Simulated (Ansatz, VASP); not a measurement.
**W: VASP beside Ansatz**

INCAR

```
  ALGO = Fast
  EDIFF = 1E-6
  ENCUT = 520
  GGA = PS
  ISIF = 2
  ISMEAR = 0
  LASPH = True
  LCHARG = False
  LREAL = False
  LWAVE = False
  NBANDS = 21
  NELM = 60
  PREC = Accurate
  SIGMA = 0.15
```

KPOINTS

```
k-points
0
Gamma
  16 16 12
```

File POSCAR:

```
W
1.0
    0.0000000000     -2.0300000000     -2.0300000000
    0.0000000000      2.0300000000     -2.0300000000
    4.0600000000      0.0000000000      0.0000000000
W
2
Direct
    0.5000000000      0.5000000000      0.5184729064
    0.0000000000      0.0000000000     -0.0184729064
```

Input for Ansatz:

```yaml
crystal:
  lattice:
    - [0.0, -2.03, -2.03]
    - [0.0, 2.03, -2.03]
    - [4.06, 0.0, 0.0]
  atoms:
    - { symbol: W, position: [0.5, 0.5, 0.5184729064] }
    - { symbol: W, position: [0.0, 0.0, -0.0184729064] }
basis:
  ecutwfc: 420
kpoints:
  mp_grid: { grid: [16, 16, 12] }
hamiltonian:
  xc: pbesol
scf:
  occupations: { method: gaussian, width: 0.15 }
output:
  forces: true
  stress: true
  eigenvalues: true
```

Change from the starting cell: mode 6 (197.5 1/cm) frozen in, largest displacement +0.075 Å.

Alike in both runs: task single point; functional PBEsol; k mesh 16 × 16 × 12; occupations gaussian, width 0.15 eV; no spin polarisation.

|  | VASP | Ansatz |
| --- | --- | --- |
| version | VASP 6.6.1 | Ansatz 0.2.0 |
| potentials or method | VASP PAW PBE potentials, release 64 (W_sv), cutoff 520 eV | scalar-relativistic, plane waves, PAW |
| valence electrons in the cell | 28 | 28 |

Ansatz gave:

```
gap on the k mesh at the Fermi level (eV)                     : none
pressure (GPa)                                                : -10.0
traceless stress, the component that is largest in VASP (GPa) : -6.04
rms of the force components (eV/Å)                            : 1.023
```

**Question.** Estimate VASP's values.

**Answer.** gap on the k mesh at the Fermi level (eV): none; pressure (GPa): -9.5; traceless stress, the component that is largest in VASP (GPa): -6.08; rms of the force components (eV/Å): 1.034.

VASP's potentials were made for PBE, not for PBEsol. Atom by atom the forces differ by 0.011 eV/Å (rms over components). A gap of «none» marks a metal or a gap that the smearing closes.

Neither program's run includes spin-orbit coupling.
